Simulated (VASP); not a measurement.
Input of a VASP 6.6.1 run:

The input INCAR:

```
ALGO = Normal
EDIFF = 1E-6
ENCUT = 520
GGA = CA
ISIF = 2
ISMEAR = 1
LASPH = True
LCHARG = False
LREAL = Auto
LWAVE = False
NBANDS = 28
NELM = 100
PREC = Accurate
SIGMA = 0.15
```

Contents of KPOINTS:

```
k-points
0
Gamma
  3 3 2
```

POSCAR

```
Mg
1.0
    6.4717679400      0.0000058300      0.0000000000
   -3.2358890100      5.6047125300      0.0000000000
    0.0000000000      0.0000000000     10.5070756600
Mg
15
Direct
    0.1686024067      0.3330270745      0.1253489594
    0.3335228790      0.1671687978      0.3720255879
    0.1673762620      0.3332108497      0.6254239726
    0.3334780061      0.1669671818      0.8785551088
    0.1680228759      0.8355979000      0.1253389661
    0.3377616337      0.6695454960      0.3751631879
    0.1671242184      0.8350283802      0.6254146456
    0.3378523968      0.6694068626      0.8757542344
    0.6653909208      0.3325125260      0.1253613320
    0.8314299802      0.1630380056      0.3750248050
    0.6654995582      0.3333453964      0.6253411713
    0.8314028295      1.1627197859     -0.1242091560
    0.8310174450      0.6696725541      0.3746401118
    0.6667154812      0.8338005006      0.6253075749
    0.8310310297      0.6693817274      0.8759834133
```

Potentials or basis: VASP PAW LDA potentials, release 64 (Mg).

Launch:

```bash
$ cat potpaw_LDA.64/Mg/POTCAR > POTCAR
$ mpirun -np 1 vasp_std > vasp.out
```

(1) What does it give for the band gap on the k mesh?

(2) What does it give for the largest force?

(3) What does it give for the pressure?

Answers

(1) zero (band 15 reaches 2.06 eV, above the bottom of band 16 at 1.08 eV).

(2) 0.008 eV/Å.

(3) -3.6 GPa.

Caveat: the k points lie up to 0.37 Å⁻¹ apart.
